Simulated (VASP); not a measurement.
# SrTiO3 (ke600) (Pm-3m) in VASP: a series of runs

Runs on SrTiO3 (ke600). Level: LDA. Tasks: single point.

Program: VASP 6.6.1. These are calculated values, not measurements. Logs are shortened: lines on timing, memory, paths and dates and some standing lists are left out, and cuts for length are marked.

**1. The cell of the first run**

Symmetry: Pm-3m, No. 221, cubic system. The conventional cell has a = 3.854 Å, b = 3.854 Å, c = 3.854 Å, α = 90.00°, β = 90.00°, γ = 90.00°. Sr (site symmetry m-3m) has 12 O at 2.73 Å and 8 Ti at 3.34 Å within 3.6 Å. Within 2.6 Å of Ti (site symmetry m-3m) lie 6 O at 1.93 Å. O (site symmetry 4/mmm) has 2 Ti at 1.93 Å within 2.6 Å.

**2. Single point, LDA**

Contents of INCAR:

```
SYSTEM = SrTiO3
PREC     = Accurate       ! precision mode
ENCUT    = 520            ! plane-wave cutoff, eV
EDIFF    = 1E-6           ! SCF threshold, eV
ISMEAR   = 0              ! smearing method
SIGMA    = 0.1            ! smearing width, eV
LREAL    = .FALSE.        ! projectors in reciprocal space
LASPH    = .TRUE.         ! aspherical terms in the spheres
NELM     = 100            ! most SCF steps
ALGO     = Normal         ! electronic algorithm
ISIF     = 2              ! what is computed and relaxed
LWAVE    = .FALSE.        ! write WAVECAR
LCHARG   = .FALSE.        ! write CHGCAR
NBANDS   = 28             ! bands
```

Contents of KPOINTS:

```
regular mesh
0
G
  6 6 6
  0 0 0
```

Contents of POSCAR:

```
SrTiO3
1.0
    3.8544292934      0.0000000000      0.0000000000
    0.0000000000      3.8544292934      0.0000000000
    0.0000000000      0.0000000000      3.8544292934
Sr Ti O
1 1 3
Direct
    0.0000000000      0.0000000000      0.0000000000
    0.5000000000      0.5000000000      0.5000000000
    0.5000000000      0.0000000000      0.5000000000
    0.5000000000      0.5000000000      0.0000000000
    0.0000000000      0.5000000000      0.5000000000
```

Potentials or basis: VASP PAW LDA potentials, release 64 (Sr_sv, Ti_sv, O).

Run with:

```bash
cat potpaw_LDA.64/Sr_sv/POTCAR potpaw_LDA.64/Ti_sv/POTCAR potpaw_LDA.64/O/POTCAR > POTCAR
mpirun -np 1 vasp_std > vasp.out
```

OUTCAR:

```text
SYSTEM = SrTiO3
   PREC = Accurate
   ENCUT = 520
   EDIFF = 1E-6
   ISMEAR = 0
   LREAL = .FALSE.
   LASPH = .TRUE.
   NELM = 100
   ISIF = 2

 ion  position               nearest neighbor table
   1  0.000  0.000  0.000-   3 2.73   4 2.73   5 2.73   3 2.73   5 2.73   4 2.73   5 2.73   5 2.73
                             3 2.73   4 2.73   3 2.73   4 2.73   2 3.34   2 3.34   2 3.34   2 3.34
   2  0.500  0.500  0.500-   3 1.93   4 1.93   5 1.93   4 1.93   3 1.93   5 1.93   1 3.34   1 3.34
                             1 3.34   1 3.34   1 3.34   1 3.34   1 3.34   1 3.34
   3  0.500  0.000  0.500-   2 1.93   2 1.93   1 2.73   1 2.73   1 2.73   1 2.73
   4  0.500  0.500  0.000-   2 1.93   2 1.93   1 2.73   1 2.73   1 2.73   1 2.73
   5  0.000  0.500  0.500-   2 1.93   2 1.93   1 2.73   1 2.73   1 2.73   1 2.73

  LATTYP: Found a simple cubic cell.
 ALAT       =     3.8544292934

  Lattice vectors:

 A1 = (   3.8544292934,   0.0000000000,   0.0000000000)
 A2 = (   0.0000000000,   3.8544292934,   0.0000000000)
 A3 = (   0.0000000000,   0.0000000000,   3.8544292934)

Analysis of symmetry for initial positions (statically):
=====================================================================
 Subroutine PRICEL returns:
 Original cell was already a primitive cell.

 Routine SETGRP: Setting up the symmetry group for a
 simple cubic supercell.

 Subroutine GETGRP returns: Found 48 space group operations
 (whereof 48 operations were pure point group operations)
 out of a pool of 48 trial point group operations.

The static configuration has the point symmetry O_h .

Analysis of symmetry for dynamics (positions and initial velocities):
=====================================================================
 Subroutine PRICEL returns:
 Original cell was already a primitive cell.

 Routine SETGRP: Setting up the symmetry group for a
 simple cubic supercell.

 Subroutine GETGRP returns: Found 48 space group operations
 (whereof 48 operations were pure point group operations)
 out of a pool of 48 trial point group operations.

The dynamic configuration has the point symmetry O_h .

 Subroutine INISYM returns: Found 48 space group operations
 (whereof 48 operations are pure point group operations),
 and found     1 'primitive' translations

----------------------------------------------------------------------------------------

                                     Primitive cell

  volume of cell :      57.2638

  direct lattice vectors                    reciprocal lattice vectors
     3.854429293  0.000000000  0.000000000     0.259441781  0.000000000  0.000000000
     0.000000000  3.854429293  0.000000000     0.000000000  0.259441781  0.000000000
     0.000000000  0.000000000  3.854429293     0.000000000  0.000000000  0.259441781

  length of vectors
     3.854429293  3.854429293  3.854429293     0.259441781  0.259441781  0.259441781

  position of ions in fractional coordinates (direct lattice)
     0.000000000  0.000000000  0.000000000
     0.500000000  0.500000000  0.500000000
     0.500000000  0.000000000  0.500000000
     0.500000000  0.500000000  0.000000000
     0.000000000  0.500000000  0.500000000

  ion indices of the primitive-cell ions
   primitive index   ion index
                 1           1
                 2           2
                 3           3
                 4           4
                 5           5

----------------------------------------------------------------------------------------

 KPOINTS: regular mesh

Automatic generation of k-mesh.
 Grid dimensions read from file:
 generate k-points for:    6    6    6

 Generating k-lattice:

  Cartesian coordinates                     Fractional coordinates (reciprocal lattice)
     0.043240297  0.000000000  0.000000000     0.166666667  0.000000000  0.000000000
     0.000000000  0.043240297  0.000000000     0.000000000  0.166666667  0.000000000
     0.000000000  0.000000000  0.043240297     0.000000000  0.000000000  0.166666667

  Length of vectors
     0.043240297  0.043240297  0.043240297

  Shift w.r.t. Gamma in fractional coordinates (k-lattice)
     0.000000000  0.000000000  0.000000000

 Subroutine IBZKPT returns following result:
 ===========================================

 Found     20 irreducible k-points:

 Following reciprocal coordinates:
            Coordinates               Weight
  0.000000  0.000000  0.000000      1.000000
  0.166667  0.000000  0.000000      6.000000
  0.333333  0.000000  0.000000      6.000000
  0.500000  0.000000  0.000000      3.000000
  0.166667  0.166667  0.000000     12.000000
  0.333333  0.166667  0.000000     24.000000
[... 12 lines left out ...]
  0.500000  0.500000  0.333333      6.000000
  0.500000  0.500000  0.500000      1.000000
   k-points           NKPTS =     20   k-points in BZ     NKDIM =     20   number of bands    NBANDS=     28
   number of dos      NEDOS =    301   number of ions     NIONS =      5
   total plane-waves  NPLWV =  27000
   dimension x,y,z NGX =    30 NGY =   30 NGZ =   30
   dimension x,y,z NGXF=    60 NGYF=   60 NGZF=   60
   ions per type =               1   1   3
   NGX,Y,Z   is equivalent  to a cutoff of  12.94, 12.94, 12.94 a.u.
   NGXF,Y,Z  is equivalent  to a cutoff of  25.88, 25.88, 25.88 a.u.
 SYSTEM =  SrTiO3
   PREC   = accura    normal or accurate (medium, high low for compatibility)
   ISTART =      0    job   : 0-new  1-cont  2-samecut
   ICHARG =      2    charge: 1-file 2-atom 10-const
   ISPIN  =      1    spin polarized calculation?
   LNONCOLLINEAR =      F non collinear calculations
   LSORBIT =      F    spin-orbit coupling
   LASPH  =      T    aspherical Exc in radial PAW
   ENCUT  =  520.0 eV  38.22 Ry    6.18 a.u.   7.17  7.17  7.17*2*pi/ulx,y,z
   NELM   =    100;   NELMIN=  2; NELMDL= -5     # of ELM steps
   EDIFF  = 0.1E-05   stopping-criterion for ELM
   LREAL  =      F    real-space projection
   EDIFFG = 0.1E-04   stopping-criterion for IOM
   NSW    =      0    number of steps for IOM
   IBRION =     -1    ionic relax: 0-MD 1-quasi-New 2-CG
   NFREE  =      0    steps in history (QN), initial steepest desc. (CG)
   ISIF   =      2    stress and relaxation
   ISYM   =      2    0-nonsym 1-usesym 2-fastsym
   POTIM  = 0.5000    time-step for ionic-motion
   TEBEG  =    0.0;   TEEND  =   0.0 temperature during run
   PSTRESS=    0.0 pullay stress
   NELECT =      40.0000    total number of electrons
   NUPDOWN=      -1.0000    fix difference up-down
   EMIN   =  10.00;   EMAX   =-10.00  energy-range for DOS
   EFERMI =   0.00;   METHOD = LEGACY
   ISMEAR =     0;   SIGMA  =   0.10  broadening in eV -4-tet -1-fermi 0-gaus
   EFERMI_NEDOS =   21; number of points for ismear=-14 and -15
   IALGO  =     38    algorithm
   IMIX   =      4    mixing-type and parameters
     AMIX     =   0.40;   BMIX     =  1.00
     AMIX_MAG =   1.60;   BMIX_MAG =  1.00
  volume/ion in A,a.u.               =      11.45        77.29
  Fermi-wavevector in a.u.,A,eV,Ry     =   1.452562  2.744945 28.707436  2.109937
  Thomas-Fermi vector in A             =   2.569930
   LORBIT       =      0    0 simple, 1 ext, 2 COOP (PROOUT), +10 PAW based schemes
   GGA     = CA    functional components
   LHFCALC =     F    Hartree Fock is set to
   AEXX    =    0.0000 exact exchange contribution
   IVDW    =     0    specifies the selected vdW correction
   LEPSILON=     F    determine dielectric tensor
   LRPA    =     F    only Hartree local field effects (RPA)
 non-spin polarized calculation
 Gauss-broadening in eV      SIGMA  =   0.10
  energy-cutoff  :      520.00
  volume of cell :       57.26
 maximum number of plane-waves:      1568
 NGX is ok and might be reduce to    30
   NGX = 15   NGY = 15   NGZ = 15

 number of electron      40.0000029 magnetization

 Free energy of the ion-electron system (eV)
  ---------------------------------------------------
  ext. energy  EPLUGINS =         0.00000000
  ---------------------------------------------------
  free energy    TOTEN  =       -44.17550874 eV

  energy without entropy =      -44.17550874  energy(sigma->0) =      -44.17550874

 E-fermi :   4.7973     XC(G=0): -12.0001

 val. band max:        4.2093522006   @ k =   0.5000   0.5000   0.5000
 cond. band min:       6.0237983300   @ k =   0.0000   0.0000   0.0000
 fundamental gap:      1.8144461294
 Fermi energy:         4.7973388118

 k-point     1 :       0.0000    0.0000    0.0000
  band No.  band energies     occupation
      1     -51.3606      2.00000
      2     -28.1722      2.00000
      3     -28.0410      2.00000
      4     -28.0410      2.00000
      5     -28.0410      2.00000
      6     -13.0652      2.00000
[... 20 lines left out ...]
     27       9.4763      0.00000
     28      10.5547      0.00000

 k-point     2 :       0.1667    0.0000    0.0000
  band No.  band energies     occupation
      1     -51.3601      2.00000
      2     -28.2011      2.00000
      3     -28.0400      2.00000
      4     -28.0400      2.00000
      5     -28.0264      2.00000
      6     -13.0995      2.00000
[... 20 lines left out ...]
     27       9.9750      0.00000
     28      11.2188      0.00000

 k-point     3 :       0.3333    0.0000    0.0000
  band No.  band energies     occupation
      1     -51.3590      2.00000
      2     -28.2523      2.00000
      3     -28.0381      2.00000
      4     -28.0381      2.00000
      5     -28.0032      2.00000
      6     -13.2666      2.00000
[... 20 lines left out ...]
     27      11.0703      0.00000
     28      12.3683      0.00000

 k-point     4 :       0.5000    0.0000    0.0000
  band No.  band energies     occupation
      1     -51.3585      2.00000
      2     -28.2762      2.00000
      3     -28.0371      2.00000
      4     -28.0371      2.00000
      5     -27.9930      2.00000
      6     -13.3685      2.00000
[... 454 lines left out ...]
     27      12.2898      0.00000
     28      12.7510      0.00000

 k-point    19 :       0.5000    0.5000    0.3333
  band No.  band energies     occupation
      1     -51.3549      2.00000
      2     -28.1226      2.00000
      3     -28.1226      2.00000
      4     -28.0996      2.00000
      5     -28.0992      2.00000
      6     -11.7824      2.00000
[... 20 lines left out ...]
     27      12.4532      0.00000
     28      13.0759      0.00000

 k-point    20 :       0.5000    0.5000    0.5000
  band No.  band energies     occupation
      1     -51.3545      2.00000
      2     -28.1213      2.00000
      3     -28.1213      2.00000
      4     -28.1213      2.00000
      5     -28.0933      2.00000
      6     -11.5610      2.00000
[... 20 lines left out ...]
     27      13.0624      0.00000
     28      13.0624      0.00000

------------------------ aborting loop because EDIFF is reached ----------------------------------------

  FORCE on cell =-STRESS in cart. coord.  units (eV):
  Direction    XX          YY          ZZ          XY          YZ          ZX
  --------------------------------------------------------------------------------------
  -------------------------------------------------------------------------------------
  Total        0.3842594      0.3842594      0.3842594      0.0000000     -0.0000000      0.0000000
  in kB       10.7511475     10.7511475     10.7511475      0.0000000     -0.0000000      0.0000000
  external PRESSURE =      10.7511475 kB  Pullay stress =       0.0000000 kB

 VOLUME and BASIS-vectors are now :
 -----------------------------------------------------------------------------
  energy-cutoff  :      520.00
  volume of cell :       57.26
      direct lattice vectors                 reciprocal lattice vectors
     3.854429293  0.000000000  0.000000000     0.259441781  0.000000000  0.000000000
     0.000000000  3.854429293  0.000000000     0.000000000  0.259441781  0.000000000
     0.000000000  0.000000000  3.854429293     0.000000000  0.000000000  0.259441781

 POSITION                                       TOTAL-FORCE (eV/Angst)
 -----------------------------------------------------------------------------------
      0.00000      0.00000      0.00000         0.000000      0.000000      0.000000
      1.92721      1.92721      1.92721         0.000000      0.000000      0.000000
      1.92721      0.00000      1.92721         0.000000      0.000000      0.000000
      1.92721      1.92721      0.00000         0.000000      0.000000      0.000000
      0.00000      1.92721      1.92721         0.000000      0.000000      0.000000
 -----------------------------------------------------------------------------------
    total drift:                                0.000000      0.000000     -0.000000

  FREE ENERGIE OF THE ION-ELECTRON SYSTEM (eV)
  ---------------------------------------------------
  free  energy   TOTEN  =       -44.1755087428 eV

  energy  without entropy=      -44.1755087428  energy(sigma->0) =      -44.17550874
```

Wall time 16 s (1 thread of Intel Xeon 6975P-C (Granite Rapids), shared host); peak memory 0.16 GiB.

What came out:

* Free energy: -44.1755 eV
* Pressure: 1.1 GPa
* Band gap on the k mesh: 1.81 eV, indirect (least direct gap 2.15 eV)

Levels at points of the mesh, in eV from the valence-band top:
```tsv
k point	band 18	band 19	band 20	band 21	band 22	band 23
(0.00, 0.00, 0.00)	-0.33	-0.33	-0.33	1.81	1.81	1.81
(0.50, 0.00, 0.00)	-2.17	-0.73	-0.73	2.01	3.94	3.94
(0.50, 0.50, 0.00)	-1.62	-1.62	-0.10	3.95	3.95	4.41
(0.50, 0.50, 0.50)	0.00	0.00	0.00	4.68	4.68	4.68
```

A k mesh can miss the band edges.

**3. Single point, LDA**

Contents of INCAR:

```
  ALGO = Normal
  EDIFF = 1E-7
  ENCUT = 520
  GGA = CA
  ISIF = 2
  ISMEAR = 0
  LASPH = True
  LCHARG = False
  LREAL = False
  LWAVE = False
  NBANDS = 28
  NELM = 100
  PREC = Accurate
  SIGMA = 0.02
```

Contents of KPOINTS:

```
k-points
0
Gamma
  8 8 8
```

POSCAR, as its differences from that of step 2:

```diff
@@ -2,5 +2,5 @@
 1.0
-    3.8544292934      0.0000000000      0.0000000000
-    0.0000000000      3.8544292934      0.0000000000
-    0.0000000000      0.0000000000      3.8544292934
+    3.8547182140      0.0000000000      0.0000000000
+    0.0000000000      3.8547182140      0.0000000000
+    0.0000000000      0.0000000000      3.8547182140
 Sr Ti O
```

Potentials or basis: VASP PAW LDA potentials, release 64 (Sr_sv, Ti_sv, O).

Run with:

```bash
cat potpaw_LDA.64/Sr_sv/POTCAR potpaw_LDA.64/Ti_sv/POTCAR potpaw_LDA.64/O/POTCAR > POTCAR
mpirun -np 1 vasp_std > vasp.out
```

OUTCAR:

```text
EDIFF = 1E-7
   ENCUT = 520
   GGA = CA
   ISIF = 2
   ISMEAR = 0
   LASPH = True
   LREAL = False
   NELM = 100
   PREC = Accurate

 ion  position               nearest neighbor table
   1  0.000  0.000  0.000-   3 2.73   4 2.73   5 2.73   3 2.73   5 2.73   4 2.73   5 2.73   5 2.73
                             3 2.73   4 2.73   3 2.73   4 2.73   2 3.34   2 3.34   2 3.34   2 3.34
   2  0.500  0.500  0.500-   3 1.93   4 1.93   5 1.93   4 1.93   3 1.93   5 1.93   1 3.34   1 3.34
                             1 3.34   1 3.34   1 3.34   1 3.34   1 3.34   1 3.34
[... 952 lines left out ...]
  -------------------------------------------------------------------------------------
  Total        0.3635162      0.3635162      0.3635162      0.0000000      0.0000000      0.0000000
  in kB       10.1684898     10.1684898     10.1684898      0.0000000      0.0000000      0.0000000
  external PRESSURE =      10.1684898 kB  Pullay stress =       0.0000000 kB

 VOLUME and BASIS-vectors are now :
 -----------------------------------------------------------------------------
  energy-cutoff  :      520.00
  volume of cell :       57.28
      direct lattice vectors                 reciprocal lattice vectors
     3.854718214  0.000000000  0.000000000     0.259422335  0.000000000  0.000000000
     0.000000000  3.854718214  0.000000000     0.000000000  0.259422335  0.000000000
     0.000000000  0.000000000  3.854718214     0.000000000  0.000000000  0.259422335

 POSITION                                       TOTAL-FORCE (eV/Angst)
 -----------------------------------------------------------------------------------
      0.00000      0.00000      0.00000         0.000000      0.000000      0.000000
      1.92736      1.92736      1.92736         0.000000      0.000000      0.000000
      1.92736      0.00000      1.92736         0.000000      0.000000      0.000000
      1.92736      1.92736      0.00000         0.000000      0.000000      0.000000
      0.00000      1.92736      1.92736         0.000000      0.000000      0.000000
 -----------------------------------------------------------------------------------
    total drift:                                0.000000      0.000000     -0.000000

  FREE ENERGIE OF THE ION-ELECTRON SYSTEM (eV)
  ---------------------------------------------------
  free  energy   TOTEN  =       -44.1763972873 eV

  energy  without entropy=      -44.1763972873  energy(sigma->0) =      -44.17639729
```

It took 28 s on 1 thread of Intel Xeon 6975P-C (Granite Rapids), shared host; peak memory 0.18 GiB.

Results:

```yaml
Free_energy: -44.1764 eV
Pressure: 1.0 GPa
Band_gap_on_the_k_mesh: 1.81 eV, indirect (least direct gap 2.15 eV)
```

A k mesh can miss the band edges.
